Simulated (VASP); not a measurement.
# Te6Mo3H (a cell with a defect) in VASP: a series of runs

Te6Mo3H (a cell with a defect) is run at these levels: PBEsol+D3(BJ); tasks: single point.

Everything below comes from runs of VASP 6.6.1. Logs are shortened: lines on timing, memory, paths and dates and some standing lists are left out, and cuts for length are marked.

**1. The cell of the first run**

The cell holds a defect, 10 atoms: a = 3.433 Å, b = 3.433 Å, c = 20.770 Å, α = 90.00°, β = 90.00°, γ = 120.00°.

**2. Single point, PBEsol+D3(BJ)**

Input file INCAR:

```
SYSTEM = Te6Mo3H
PREC = Accurate
ENCUT = 400
EDIFF = 1E-6
ISMEAR = 0
SIGMA = 0.05
LREAL = .False.
LASPH = .True.
NELM = 120
ALGO = Normal
ISIF = 2
LWAVE = .False.
LCHARG = .False.
GGA = PS
IVDW = 12
NBANDS = 50
GGA_COMPAT = .False.
```

Input file KPOINTS:

```
Automatic mesh
0
Gamma
  9 9 2
  0 0 0
```

Input file POSCAR:

```
Te6Mo3H
1.0
    3.4334342720      0.0000000000      0.0000000000
   -1.7167171360      2.9734413017      0.0000000000
    0.0000000000      0.0000000000     20.7704294686
Te Mo H
6 3 1
Direct
    0.0000000000      0.0000000000      0.9125759363
    0.3333333333      0.6666666667      0.5917818730
    0.3333333333      0.6666666667      0.2333053354
    0.3333333333      0.6666666667      0.7666946646
    0.3333333333      0.6666666667      0.4082181270
    0.0000000000      0.0000000000      0.0874240637
    0.0000000000      0.0000000000      0.6791511892
    0.0000000000      0.0000000000      0.3208488108
    0.3333333333      0.6666666667      0.0000000000
    0.1143568367     -0.3594882483      0.3356769680
```

Potentials or basis: VASP PAW PBE potentials, release 64 (Te, Mo_sv, H).

Launch:

```console
$ cat potpaw_PBE.64/Te/POTCAR potpaw_PBE.64/Mo_sv/POTCAR potpaw_PBE.64/H/POTCAR > POTCAR
$ mpirun -np 1 vasp_std > vasp.out
```

OUTCAR:

```text
SYSTEM = Te6Mo3H
   PREC = Accurate
   ENCUT = 400
   EDIFF = 1E-6
   ISMEAR = 0
   LREAL = .False.
   LASPH = .True.
   NELM = 120
   ISIF = 2
   GGA = PS
   IVDW = 12
 IVDW          = 12

 ion  position               nearest neighbor table
   1  0.000  0.000  0.913-   9 2.69   9 2.69   9 2.69   4 3.62   4 3.62   4 3.62   6 3.63
   2  0.333  0.667  0.592-   7 2.69   7 2.69   7 2.69   4 3.63
   3  0.333  0.667  0.233-  10 2.24   8 2.69   8 2.69   8 2.69   6 3.62   6 3.62   6 3.62   5 3.63

   4  0.333  0.667  0.767-   7 2.69   7 2.69   7 2.69   1 3.62   1 3.62   1 3.62   2 3.63
   5  0.333  0.667  0.408-  10 1.67   8 2.69   8 2.69   8 2.69   3 3.63
   6  0.000  0.000  0.087-   9 2.69   9 2.69   9 2.69   3 3.62   3 3.62   3 3.62   1 3.63
   7  0.000  0.000  0.679-   2 2.69   2 2.69   2 2.69   4 2.69   4 2.69   4 2.69
   8  0.000  0.000  0.321-  10 1.50  10 2.05   5 2.69   5 2.69   5 2.69   3 2.69   3 2.69   3 2.69

   9  0.333  0.667  0.000-   1 2.69   6 2.69   1 2.69   6 2.69   1 2.69   6 2.69
  10  0.114  0.641  0.336-   8 1.50   5 1.67   8 2.05   3 2.24

  LATTYP: Found a hexagonal cell.
 ALAT       =     3.4334342720
 C/A-ratio  =     6.0494617992

  Lattice vectors:

 A1 = (   3.4334342720,   0.0000000000,   0.0000000000)
 A2 = (  -1.7167171360,   2.9734413017,   0.0000000000)
 A3 = (   0.0000000000,   0.0000000000,  20.7704294686)

Analysis of symmetry for initial positions (statically):
=====================================================================
 Subroutine PRICEL returns:
 Original cell was already a primitive cell.

 Routine SETGRP: Setting up the symmetry group for a
 hexagonal supercell.

 Subroutine GETGRP returns: Found  1 space group operations
 (whereof  1 operations were pure point group operations)
 out of a pool of 24 trial point group operations.

The static configuration has the point symmetry C_1 .

Analysis of symmetry for dynamics (positions and initial velocities):
=====================================================================
 Subroutine PRICEL returns:
 Original cell was already a primitive cell.

 Routine SETGRP: Setting up the symmetry group for a
 hexagonal supercell.

 Subroutine GETGRP returns: Found  1 space group operations
 (whereof  1 operations were pure point group operations)
 out of a pool of 24 trial point group operations.

The dynamic configuration has the point symmetry C_1 .

 Subroutine INISYM returns: Found  1 space group operations
 (whereof  1 operations are pure point group operations),
 and found     1 'primitive' translations

----------------------------------------------------------------------------------------

                                     Primitive cell

  volume of cell :     212.0477

  direct lattice vectors                    reciprocal lattice vectors
     3.433434272  0.000000000  0.000000000     0.291253573  0.168155329  0.000000000
    -1.716717136  2.973441302  0.000000000     0.000000000  0.336310658  0.000000000
     0.000000000  0.000000000 20.770429469     0.000000000  0.000000000  0.048145369

  length of vectors
     3.433434272  3.433434272 20.770429469     0.336310658  0.336310658  0.048145369

  position of ions in fractional coordinates (direct lattice)
     0.000000000  0.000000000  0.912575936
     0.333333333  0.666666667  0.591781873
     0.333333333  0.666666667  0.233305335
     0.333333333  0.666666667  0.766694665
     0.333333333  0.666666667  0.408218127
     0.000000000  0.000000000  0.087424064
     0.000000000  0.000000000  0.679151189
     0.000000000  0.000000000  0.320848811
     0.333333333  0.666666667  0.000000000
     0.114356837  0.640511752  0.335676968

  ion indices of the primitive-cell ions
   primitive index   ion index
                 1           1
                 2           2
                 3           3
                 4           4
                 5           5
                 6           6
                 7           7
                 8           8
                 9           9
                10          10

----------------------------------------------------------------------------------------

 KPOINTS: Automatic mesh

Automatic generation of k-mesh.
 Grid dimensions read from file:
 generate k-points for:    9    9    2

 Generating k-lattice:

  Cartesian coordinates                     Fractional coordinates (reciprocal lattice)
     0.032361508  0.018683925  0.000000000     0.111111111  0.000000000  0.000000000
     0.000000000  0.037367851  0.000000000     0.000000000  0.111111111  0.000000000
     0.000000000  0.000000000  0.024072685     0.000000000  0.000000000  0.500000000

  Length of vectors
     0.037367851  0.037367851  0.024072685

  Shift w.r.t. Gamma in fractional coordinates (k-lattice)
     0.000000000  0.000000000  0.000000000

 Subroutine IBZKPT returns following result:
 ===========================================

 Found     82 irreducible k-points:

 Following reciprocal coordinates:
[... 56 lines left out ...]
   AEXX    =    0.0000 exact exchange contribution
   IVDW    =    12    specifies the selected vdW correction
   LEPSILON=     F    determine dielectric tensor
   LRPA    =     F    only Hartree local field effects (RPA)
 non-spin polarized calculation
 Gauss-broadening in eV      SIGMA  =   0.05
  energy-cutoff  :      400.00
  volume of cell :      212.05
 maximum number of plane-waves:      3908
   NGX = 11   NGY = 11   NGZ = 67

 number of electron      78.9999990 magnetization

 Free energy of the ion-electron system (eV)
  ---------------------------------------------------
  ext. energy  EPLUGINS =         0.00000000
  ---------------------------------------------------
  free energy    TOTEN  =       -59.58493378 eV

  energy without entropy =      -59.58274902  energy(sigma->0) =      -59.58384140

 E-fermi :   9.5262     XC(G=0): -10.8962

 val. band max:        9.4970630791   @ k =   0.2222   0.1111   0.0000
 cond. band min:       9.5384391566   @ k =  -0.2222   0.4444   0.0000
 fundamental gap:      0.0413760776
 Fermi energy:         9.5261833545

 k-point     1 :       0.0000    0.0000    0.0000
  band No.  band energies     occupation
      1     -51.6869      2.00000
      2     -51.6246      2.00000
      3     -51.6160      2.00000
      4     -26.0354      2.00000
      5     -25.9003      2.00000
      6     -25.8811      2.00000
[... 42 lines left out ...]
     49      12.5215      0.00000
     50      12.6944      0.00000

 k-point     2 :       0.1111    0.0000    0.0000
  band No.  band energies     occupation
      1     -51.6851      2.00000
      2     -51.6230      2.00000
      3     -51.6144      2.00000
      4     -26.0373      2.00000
      5     -25.9019      2.00000
      6     -25.8766      2.00000
[... 42 lines left out ...]
     49      12.3106      0.00000
     50      12.3842      0.00000

 k-point     3 :       0.0000    0.1111    0.0000
  band No.  band energies     occupation
      1     -51.6848      2.00000
      2     -51.6230      2.00000
      3     -51.6144      2.00000
      4     -26.0457      2.00000
      5     -25.9041      2.00000
      6     -25.8766      2.00000
[... 42 lines left out ...]
     49      12.3031      0.00000
     50      12.3778      0.00000

 k-point     4 :      -0.1111    0.1111    0.0000
  band No.  band energies     occupation
      1     -51.6848      2.00000
      2     -51.6230      2.00000
      3     -51.6144      2.00000
      4     -26.0512      2.00000
      5     -25.9087      2.00000
      6     -25.8766      2.00000
[... 999 lines left out ...]
 k-point    23 :       0.3333    0.1111    0.0000
  band No.  band energies     occupation
      1     -51.6727      2.00000
      2     -51.6118      2.00000
      3     -51.6031      2.00000
      4     -26.0731      2.00000
      5     -25.9456      2.00000
      6     -25.8819      2.00000
[... 42 lines left out ...]
     49      12.0383      0.00000
     50      12.2030      0.00000

 k-point    24 :      -0.1111    0.4444    0.0000
  band No.  band energies     occupation
      1     -51.6705      2.00000
      2     -51.6118      2.00000
      3     -51.6031      2.00000
      4     -26.1807      2.00000
      5     -25.9001      2.00000
      6     -25.8696      2.00000
[... 42 lines left out ...]
     49      12.0117      0.00000
     50      12.1103      0.00000

 [... further k-points ...]

------------------------ aborting loop because EDIFF is reached ----------------------------------------

 Edisp (eV)   -5.03789

 E8    (eV) :    -3.4286

  FORCE on cell =-STRESS in cart. coord.  units (eV):
  Direction    XX          YY          ZZ          XY          YZ          ZX
  --------------------------------------------------------------------------------------
  -------------------------------------------------------------------------------------
  Total       5.60465     6.46604     7.88913    -3.64439    -0.43447     2.58982
  in kB      42.34726    48.85571    59.60823   -27.53610    -3.28274    19.56801
  external pressure =       50.27 kB  Pullay stress =        0.00 kB

 VOLUME and BASIS-vectors are now :
 -----------------------------------------------------------------------------
  energy-cutoff  :      400.00
  volume of cell :      212.05
      direct lattice vectors                 reciprocal lattice vectors
     3.433434272  0.000000000  0.000000000     0.291253573  0.168155329  0.000000000
    -1.716717136  2.973441302  0.000000000     0.000000000  0.336310658  0.000000000
     0.000000000  0.000000000 20.770429469     0.000000000  0.000000000  0.048145369

 POSITION                                       TOTAL-FORCE (eV/Angst)
 -----------------------------------------------------------------------------------
      0.00000      0.00000     18.95459         0.005568      0.001788     -0.037822
     -0.00000      1.98229     12.29156         0.005134      0.000227     -0.094670
     -0.00000      1.98229      4.84585         0.115503      0.090973     -1.129624
     -0.00000      1.98229     15.92458        -0.003499     -0.000184      0.043490
     -0.00000      1.98229      8.47887         1.497732      0.360897      3.966692
      0.00000      0.00000      1.81584         0.001233      0.002391      0.060509
      0.00000      0.00000     14.10626         0.003911      0.000381     -0.020228
      0.00000      0.00000      6.66417        -1.779397      2.486566     -0.575119
     -0.00000      1.98229      0.00000        -0.010051     -0.000330      0.001751
     -0.70694      1.90452      6.97215         0.163867     -2.942709     -2.214978
 -----------------------------------------------------------------------------------
    total drift:                               -0.000196      0.000356      0.000086

  FREE ENERGIE OF THE ION-ELECTRON SYSTEM (eV)
  ---------------------------------------------------
  free  energy   TOTEN  =       -64.6228278708 eV

  energy  without entropy=      -64.6206431128  energy(sigma->0) =      -64.62173549
```

Run time: 6 min. Hardware: 1 thread of Intel Xeon 6975P-C (Granite Rapids), shared host; peak memory 0.59 GiB.

Results:

| Item | Value |
| --- | --- |
| Free energy | -64.6228 eV |
| Pressure | 5.0 GPa |
| Largest force | 4.255 eV/Å |
| Band gap on the k mesh | zero (an odd number of electrons rules out a gap without spin polarisation) |
| Dispersion energy per atom | -0.504 eV |

Forces on the atoms (eV/Å):
```
Te   0.006  0.002 -0.038
Te   0.005  0.000 -0.095
Te   0.116  0.091 -1.130
Te  -0.003  0.000  0.043
Te   1.498  0.361  3.967
Te   0.001  0.002  0.061
Mo   0.004  0.000 -0.020
Mo  -1.779  2.487 -0.575
Mo  -0.010  0.000  0.002
H    0.164 -2.943 -2.215
```

Stress tensor (GPa, compression positive):
```
 4.23 -2.75  1.96
-2.75  4.89 -0.33
 1.96 -0.33  5.96
```

Caveat: the PAW data sets were made with another functional, which shifts forces and pressure a little; spin-orbit coupling is left out, which moves the levels of the heavy elements.

**3. Single point, PBEsol+D3(BJ)**

Input file INCAR:

```
PREC = Accurate ; ENCUT = 400
EDIFF = 1E-6 ; ISMEAR = 0
SIGMA = 0.05 ; LREAL = False
LASPH = True ; NELM = 120
ALGO = Normal ; ISIF = 2
LWAVE = False ; LCHARG = False
GGA = PS ; IVDW = 12
NBANDS = 50 ; GGA_COMPAT = False
```

Input file KPOINTS:

```
regular mesh
0
Gamma
  9 9 2
```

Input file POSCAR:

```
Te6Mo3H
1.0
    3.4334348991      0.0000000000      0.0000000000
   -1.7167174496      2.9734418449      0.0000000000
    0.0000000000      0.0000000000     20.7704276327
Te Mo H
6 3 1
Direct
    0.0000000000      0.0000000000      0.9125759158
    0.3333333333      0.6666666667      0.5917813750
    0.3333333333      0.6666666667      0.2333059430
    0.3333333333      0.6666666667      0.7666940570
    0.3333333333      0.6666666667      0.4082186250
    0.0000000000      0.0000000000      0.0874240842
    0.0000000000      0.0000000000      0.6791506171
    0.0000000000      0.0000000000      0.3208493829
    0.3333333333      0.6666666667      0.0000000000
   -0.4273098515     -0.4011549258      0.8773436355
```

Potentials or basis: VASP PAW PBE potentials, release 64 (Te, Mo_sv, H).

Launch:

```console
$ cat potpaw_PBE.64/Te/POTCAR potpaw_PBE.64/Mo_sv/POTCAR potpaw_PBE.64/H/POTCAR > POTCAR
$ mpirun -np 1 vasp_std > vasp.out
```

Run time: 8.2 min. Hardware: 1 thread of Intel Xeon 6975P-C (Granite Rapids), shared host; peak memory 0.59 GiB.

It converged, with:

```
Free energy                : -64.9785 eV
Pressure                   : 2.4 GPa
Largest force              : 2.731 eV/Å
Band gap on the k mesh     : zero (an odd number of electrons rules out a gap without spin polarisation)
Dispersion energy per atom : -0.504 eV
```

Forces in eV/Å, atoms in the order of the input:
```
Te   1.519  1.555  0.626
Te  -0.004 -0.004 -0.076
Te  -0.003  0.004 -0.048
Te  -0.180  0.010 -0.153
Te   0.000 -0.001  0.051
Te  -0.009  0.058  0.077
Mo  -0.030  0.026  0.081
Mo   0.002  0.000 -0.005
Mo  -0.657  0.274  1.281
H   -0.638 -1.920 -1.834
```

Stress tensor (GPa, compression positive):
```
 1.12  1.28 -0.03
 1.28  2.91  1.51
-0.03  1.51  3.22
```

Levels at points of the mesh, in eV from the Fermi level:
```tsv
k point	band 36	band 37	band 38	band 39	band 40	band 41	band 42	band 43
(0.00, 0.00, 0.00)	-1.46	-1.35	-0.96	-0.46	0.71	2.12	2.39	2.54
(0.00, 0.00, 0.50)	-1.46	-1.23	-1.00	-0.46	0.71	2.12	2.39	2.55
```

Caveat: the PAW data sets were made with another functional, which shifts forces and pressure a little; spin-orbit coupling is left out, which moves the levels of the heavy elements.

**4. Single point, PBEsol+D3(BJ)**

Input file INCAR:

```
SYSTEM = Te6Mo3H
ALGO = Normal ; EDIFF = 1E-6
ENCUT = 400 ; GGA = PS
GGA_COMPAT = .FALSE. ; ISIF = 2
ISMEAR = 0 ; IVDW = 12
LASPH = .TRUE. ; LCHARG = .FALSE.
LREAL = .FALSE. ; LWAVE = .FALSE.
NBANDS = 50 ; NELM = 120
PREC = Accurate ; SIGMA = 0.05
```

Input file KPOINTS:

```
k-points
0
G
  9 9 2
  0 0 0
```

Input file POSCAR:

```
Te6Mo3H
1.0
    3.4334342720      0.0000000000      0.0000000000
   -1.7167171360      2.9734413017      0.0000000000
    0.0000000000      0.0000000000     20.7704294686
Te Mo H
6 3 1
Direct
    0.0000000000      0.0000000000      0.9125759363
    0.3333333333      0.6666666667      0.5917818730
    0.3333333333      0.6666666667      0.2333053354
    0.3333333333      0.6666666667      0.7666946646
    0.3333333333      0.6666666667      0.4082181270
    0.0000000000      0.0000000000      0.0874240637
    0.0000000000      0.0000000000      0.6791511892
    0.0000000000      0.0000000000      0.3208488108
    0.3333333333      0.6666666667      0.0000000000
   -0.3023098300     -0.5261549150      0.7523436347
```

Launch:

```console
$ cat potpaw_PBE.64/Te/POTCAR potpaw_PBE.64/Mo_sv/POTCAR potpaw_PBE.64/H/POTCAR > POTCAR
$ mpirun -np 1 vasp_std > vasp.out
```

It took 20 min on 1 thread of Intel Xeon 8259CL, shared host; peak memory 0.6 GiB.

Results (log left out):

- Free energy: -64.7356 eV
- Pressure: 3.0 GPa
- Largest force: 2.388 eV/Å
- Band gap on the k mesh: zero (an odd number of electrons rules out a gap without spin polarisation)
- Dispersion energy per atom: -0.504 eV

Forces in eV/Å, atoms in the order of the input:
```
Te  -0.005 -0.013 -0.051
Te   0.024 -0.017 -0.189
Te   0.000  0.000 -0.041
Te  -0.767  0.377  2.230
Te   0.000 -0.002  0.062
Te   0.000  0.002  0.049
Mo  -0.151 -0.087 -1.524
Mo   0.001  0.000  0.005
Mo   0.000 -0.011 -0.036
H    0.898 -0.248 -0.505
```

Stress tensor (GPa, compression positive):
```
 5.06 -0.42 -0.07
-0.42  1.65  0.19
-0.07  0.19  2.35
```

Levels at points of the mesh, in eV from the Fermi level:
| k point | band 35 | band 36 | band 37 | band 38 | band 39 | band 40 | band 41 | band 42 | band 43 | band 44 |
| --- | --- | --- | --- | --- | --- | --- | --- | --- | --- | --- |
| (0.00, 0.00, 0.00) | -1.54 | -1.54 | -1.45 | -0.88 | -0.48 | -0.28 | 1.52 | 2.25 | 2.43 | 2.51 |
| (0.00, 0.00, 0.50) | -1.54 | -1.54 | -1.37 | -0.88 | -0.48 | -0.28 | 1.52 | 2.25 | 2.44 | 2.50 |

Caveat: the PAW data sets were made with another functional, which shifts forces and pressure a little; spin-orbit coupling is left out, which moves the levels of the heavy elements.

**5. Summary**

| cell | gap on the mesh (eV) | pressure (GPa) | largest force (eV/Å) |
| --- | --- | --- | --- |
| as given, atomic positions A | none | 5.0 | 4.26 |
| as given, atomic positions B | none | 2.4 | 2.73 |
| as given, atomic positions C | none | 3.0 | 2.39 |

Alike in all rows: task single point; level PBEsol+D3(BJ); potentials or basis VASP PAW PBE potentials, release 64 (Te, Mo_sv, H); no spin polarisation; k mesh 9 × 9 × 2; cutoff (eV) 400; smearing gaussian 0.05 eV.

Caveats: the PAW data sets were made with another functional, which shifts forces and pressure a little; spin-orbit coupling is left out, which moves the levels of the heavy elements.

Total energies depend on the potentials used, so only differences within one code and one set of settings carry meaning.
